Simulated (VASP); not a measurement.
# InSb (Fm-3m) in VASP: single point with LDA

Aim: the single point of InSb with LDA.

Program: VASP 6.6.1. These are calculated values, not measurements. Logs are shortened: lines on timing, memory, paths and dates and some standing lists are left out, and cuts for length are marked.

## 1. The cell of the first run

The structure is cubic, space group Fm-3m (No. 225). Conventional cell: a = 6.147 Å, b = 6.147 Å, c = 6.147 Å, α = 90.00°, β = 90.00°, γ = 90.00°. In (site symmetry m-3m) has 6 Sb at 3.07 Å within 4.0 Å. Within 4.0 Å of Sb (site symmetry m-3m) lie 6 In at 3.07 Å.

## 2. Single point, LDA

INCAR

```
SYSTEM = InSb
PREC = Accurate
ENCUT = 520
EDIFF = 1E-6
ISMEAR = 0
SIGMA = 0.15
LREAL = .False.
LASPH = .True.
NELM = 100
ALGO = Normal
ISIF = 2
LWAVE = .False.
LCHARG = .False.
NBANDS = 16
```

KPOINTS

```
Automatic mesh
0
Gamma
  14 14 14
  0 0 0
```

POSCAR

```
InSb
1.0
    0.0000000000      3.0735130000      3.0735130000
    3.0735130000      0.0000000000      3.0735130000
    3.0735130000      3.0735130000      0.0000000000
In Sb
1 1
Direct
    0.0000000000      0.0000000000      0.0000000000
    0.5000000000      0.5000000000      0.5000000000
```

Potentials or basis: VASP PAW LDA potentials, release 64 (In_d, Sb).

Launch:

```console
$ cat potpaw_LDA.64/In_d/POTCAR potpaw_LDA.64/Sb/POTCAR > POTCAR
$ mpirun -np 1 vasp_std > vasp.out
```

OUTCAR:

```text
SYSTEM = InSb
   PREC = Accurate
   ENCUT = 520
   EDIFF = 1E-6
   ISMEAR = 0
   LREAL = .False.
   LASPH = .True.
   NELM = 100
   ISIF = 2

 ion  position               nearest neighbor table
   1  0.000  0.000  0.000-   2 3.07   2 3.07   2 3.07   2 3.07   2 3.07   2 3.07
   2  0.500  0.500  0.500-   1 3.07   1 3.07   1 3.07   1 3.07   1 3.07   1 3.07

  LATTYP: Found a face centered cubic cell.
 ALAT       =     6.1470260000

  Lattice vectors:

 A1 = (   0.0000000000,   3.0735130000,   3.0735130000)
 A2 = (   3.0735130000,   0.0000000000,   3.0735130000)
 A3 = (   3.0735130000,   3.0735130000,   0.0000000000)

Analysis of symmetry for initial positions (statically):
=====================================================================
 Subroutine PRICEL returns:
 Original cell was already a primitive cell.

 Routine SETGRP: Setting up the symmetry group for a
 face centered cubic supercell.

 Subroutine GETGRP returns: Found 48 space group operations
 (whereof 48 operations were pure point group operations)
 out of a pool of 48 trial point group operations.

The static configuration has the point symmetry O_h .

Analysis of symmetry for dynamics (positions and initial velocities):
=====================================================================
 Subroutine PRICEL returns:
 Original cell was already a primitive cell.

 Routine SETGRP: Setting up the symmetry group for a
 face centered cubic supercell.

 Subroutine GETGRP returns: Found 48 space group operations
 (whereof 48 operations were pure point group operations)
 out of a pool of 48 trial point group operations.

The dynamic configuration has the point symmetry O_h .

 Subroutine INISYM returns: Found 48 space group operations
 (whereof 48 operations are pure point group operations),
 and found     1 'primitive' translations

----------------------------------------------------------------------------------------

                                     Primitive cell

  volume of cell :      58.0678

  direct lattice vectors                    reciprocal lattice vectors
     0.000000000  3.073513000  3.073513000    -0.162680295  0.162680295  0.162680295
     3.073513000  0.000000000  3.073513000     0.162680295 -0.162680295  0.162680295
     3.073513000  3.073513000  0.000000000     0.162680295  0.162680295 -0.162680295

  length of vectors
     4.346603769  4.346603769  4.346603769     0.281770535  0.281770535  0.281770535

  position of ions in fractional coordinates (direct lattice)
     0.000000000  0.000000000  0.000000000
     0.500000000  0.500000000  0.500000000

  ion indices of the primitive-cell ions
   primitive index   ion index
                 1           1
                 2           2

----------------------------------------------------------------------------------------

 KPOINTS: Automatic mesh

Automatic generation of k-mesh.
 Grid dimensions read from file:
 generate k-points for:   14   14   14

 Generating k-lattice:

  Cartesian coordinates                     Fractional coordinates (reciprocal lattice)
    -0.011620021  0.011620021  0.011620021     0.071428571  0.000000000  0.000000000
     0.011620021 -0.011620021  0.011620021     0.000000000  0.071428571  0.000000000
     0.011620021  0.011620021 -0.011620021     0.000000000  0.000000000  0.071428571

  Length of vectors
     0.020126467  0.020126467  0.020126467

  Shift w.r.t. Gamma in fractional coordinates (k-lattice)
     0.000000000  0.000000000  0.000000000

 Subroutine IBZKPT returns following result:
 ===========================================

 Found    104 irreducible k-points:

 Following reciprocal coordinates:
            Coordinates               Weight
  0.000000  0.000000  0.000000      1.000000
  0.071429  0.000000  0.000000      8.000000
  0.142857  0.000000  0.000000      8.000000
  0.214286  0.000000  0.000000      8.000000
  0.285714  0.000000  0.000000      8.000000
  0.357143  0.000000  0.000000      8.000000
[... 16 lines left out ...]
  0.214286  0.142857  0.000000     24.000000
  0.285714  0.142857  0.000000     24.000000
 [... further k-points ...]
   k-points           NKPTS =    104   k-points in BZ     NKDIM =    104   number of bands    NBANDS=     16
   number of dos      NEDOS =    301   number of ions     NIONS =      2
   total plane-waves  NPLWV =  32768
   dimension x,y,z NGX =    32 NGY =   32 NGZ =   32
   dimension x,y,z NGXF=    64 NGYF=   64 NGZF=   64
   ions per type =               1   1
   NGX,Y,Z   is equivalent  to a cutoff of  12.24, 12.24, 12.24 a.u.
   NGXF,Y,Z  is equivalent  to a cutoff of  24.48, 24.48, 24.48 a.u.
 SYSTEM =  InSb
   PREC   = accura    normal or accurate (medium, high low for compatibility)
   ISTART =      0    job   : 0-new  1-cont  2-samecut
   ICHARG =      2    charge: 1-file 2-atom 10-const
   ISPIN  =      1    spin polarized calculation?
   LNONCOLLINEAR =      F non collinear calculations
   LSORBIT =      F    spin-orbit coupling
   LASPH  =      T    aspherical Exc in radial PAW
   ENCUT  =  520.0 eV  38.22 Ry    6.18 a.u.   8.08  8.08  8.08*2*pi/ulx,y,z
   NELM   =    100;   NELMIN=  2; NELMDL= -5     # of ELM steps
   EDIFF  = 0.1E-05   stopping-criterion for ELM
   LREAL  =      F    real-space projection
   EDIFFG = 0.1E-04   stopping-criterion for IOM
   NSW    =      0    number of steps for IOM
   IBRION =     -1    ionic relax: 0-MD 1-quasi-New 2-CG
   NFREE  =      0    steps in history (QN), initial steepest desc. (CG)
   ISIF   =      2    stress and relaxation
   ISYM   =      2    0-nonsym 1-usesym 2-fastsym
   POTIM  = 0.5000    time-step for ionic-motion
   TEBEG  =    0.0;   TEEND  =   0.0 temperature during run
   PSTRESS=    0.0 pullay stress
   NELECT =      18.0000    total number of electrons
   NUPDOWN=      -1.0000    fix difference up-down
   EMIN   =  10.00;   EMAX   =-10.00  energy-range for DOS
   EFERMI =   0.00;   METHOD = LEGACY
   ISMEAR =     0;   SIGMA  =   0.15  broadening in eV -4-tet -1-fermi 0-gaus
   EFERMI_NEDOS =   21; number of points for ismear=-14 and -15
   IALGO  =     38    algorithm
   IMIX   =      4    mixing-type and parameters
     AMIX     =   0.40;   BMIX     =  1.00
     AMIX_MAG =   1.60;   BMIX_MAG =  1.00
  volume/ion in A,a.u.               =      29.03       195.93
  Fermi-wavevector in a.u.,A,eV,Ry     =   1.107951  2.093724 16.701910  1.227556
  Thomas-Fermi vector in A             =   2.244472
   LORBIT       =      0    0 simple, 1 ext, 2 COOP (PROOUT), +10 PAW based schemes
   GGA     = CA    functional components
   LHFCALC =     F    Hartree Fock is set to
   AEXX    =    0.0000 exact exchange contribution
   IVDW    =     0    specifies the selected vdW correction
   LEPSILON=     F    determine dielectric tensor
   LRPA    =     F    only Hartree local field effects (RPA)
 non-spin polarized calculation
 Gauss-broadening in eV      SIGMA  =   0.15
  energy-cutoff  :      520.00
  volume of cell :       58.07
 maximum number of plane-waves:      1588
   NGX = 17   NGY = 17   NGZ = 17

 number of electron      18.0000004 magnetization

 Free energy of the ion-electron system (eV)
  ---------------------------------------------------
  ext. energy  EPLUGINS =         0.00000000
  ---------------------------------------------------
  free energy    TOTEN  =        -7.99964235 eV

  energy without entropy =       -7.98213089  energy(sigma->0) =       -7.99088662

 E-fermi :   6.3527     XC(G=0):  -9.9360

 val. band max:        6.3424468276   @ k =   0.1429   0.0000   0.0000
 cond. band min:       6.3668334244   @ k =  -0.3571   0.5000   0.1429
 fundamental gap:      0.0243865968
 Fermi energy:         6.3526990079

 k-point     1 :       0.0000    0.0000    0.0000
  band No.  band energies     occupation
      1      -7.9518      2.00000
      2      -7.9518      2.00000
      3      -7.9205      2.00000
      4      -7.9205      2.00000
      5      -7.9205      2.00000
      6      -4.5569      2.00000
[... 8 lines left out ...]
     15      12.5666      0.00000
     16      12.5666      0.00000

 k-point     2 :       0.0714    0.0000    0.0000
  band No.  band energies     occupation
      1      -7.9531      2.00000
      2      -7.9531      2.00000
      3      -7.9205      2.00000
      4      -7.9195      2.00000
      5      -7.9195      2.00000
      6      -4.5033      2.00000
[... 8 lines left out ...]
     15      12.7089      0.00000
     16      12.7089      0.00000

 k-point     3 :       0.1429    0.0000    0.0000
  band No.  band energies     occupation
      1      -7.9570      2.00000
      2      -7.9570      2.00000
      3      -7.9206      2.00000
      4      -7.9161      2.00000
      5      -7.9161      2.00000
      6      -4.3442      2.00000
[... 8 lines left out ...]
     15      13.0368      0.00000
     16      13.0368      0.00000

 k-point     4 :       0.2143    0.0000    0.0000
  band No.  band energies     occupation
      1      -7.9631      2.00000
      2      -7.9631      2.00000
      3      -7.9208      2.00000
      4      -7.9108      2.00000
      5      -7.9108      2.00000
      6      -4.0851      2.00000
[... 8 lines left out ...]
     15      13.5492      0.00000
     16      13.5492      0.00000
[... 324 lines left out ...]
 k-point    22 :       0.1429    0.1429    0.0000
  band No.  band energies     occupation
      1      -7.9698      2.00000
      2      -7.9484      2.00000
      3      -7.9242      2.00000
      4      -7.9132      2.00000
      5      -7.9132      2.00000
      6      -4.2695      2.00000
[... 8 lines left out ...]
     15      13.9149      0.00000
     16      13.9149      0.00000

 k-point    23 :       0.2143    0.1429    0.0000
  band No.  band energies     occupation
      1      -7.9795      2.00000
      2      -7.9488      2.00000
      3      -7.9252      2.00000
      4      -7.9095      2.00000
      5      -7.9086      2.00000
      6      -4.0748      2.00000
[... 8 lines left out ...]
     15      14.3244      0.00000
     16      14.4113      0.00000

 k-point    24 :       0.2857    0.1429    0.0000
  band No.  band energies     occupation
      1      -7.9890      2.00000
      2      -7.9529      2.00000
      3      -7.9248      2.00000
      4      -7.9058      2.00000
      5      -7.9024      2.00000
      6      -3.7853      2.00000
[... 8 lines left out ...]
     15      14.8067      0.00000
     16      15.0251      0.00000

 [... further k-points ...]
[... 5 lines left out ...]
  --------------------------------------------------------------------------------------
  -------------------------------------------------------------------------------------
  Total       -1.4717374     -1.4717374     -1.4717374     -0.0000000     -0.0000000     -0.0000000
  in kB      -40.6074540    -40.6074540    -40.6074540     -0.0000000     -0.0000000     -0.0000000
  external PRESSURE =     -40.6074540 kB  Pullay stress =       0.0000000 kB

 VOLUME and BASIS-vectors are now :
 -----------------------------------------------------------------------------
  energy-cutoff  :      520.00
  volume of cell :       58.07
      direct lattice vectors                 reciprocal lattice vectors
     0.000000000  3.073513000  3.073513000    -0.162680295  0.162680295  0.162680295
     3.073513000  0.000000000  3.073513000     0.162680295 -0.162680295  0.162680295
     3.073513000  3.073513000  0.000000000     0.162680295  0.162680295 -0.162680295

 POSITION                                       TOTAL-FORCE (eV/Angst)
 -----------------------------------------------------------------------------------
      0.00000      0.00000      0.00000         0.000000      0.000000      0.000000
      3.07351      3.07351      3.07351        -0.000000      0.000000     -0.000000
 -----------------------------------------------------------------------------------
    total drift:                                0.000000     -0.000000     -0.000000

  FREE ENERGIE OF THE ION-ELECTRON SYSTEM (eV)
  ---------------------------------------------------
  free  energy   TOTEN  =        -7.9996423525 eV

  energy  without entropy=       -7.9821308860  energy(sigma->0) =       -7.99088662
```

Wall time 41 s (1 thread of Intel Xeon Platinum 8488C (Sapphire Rapids), shared host); peak memory 0.23 GiB.

Results:

| Property | Result |
| --- | --- |
| Free energy | -7.9996 eV |
| Pressure | -4.1 GPa |
| Band gap on the k mesh | zero (band 9 reaches 6.95 eV, above the bottom of band 10 at 4.28 eV) |

Caveat: spin-orbit coupling is left out, which moves the levels of the heavy elements.
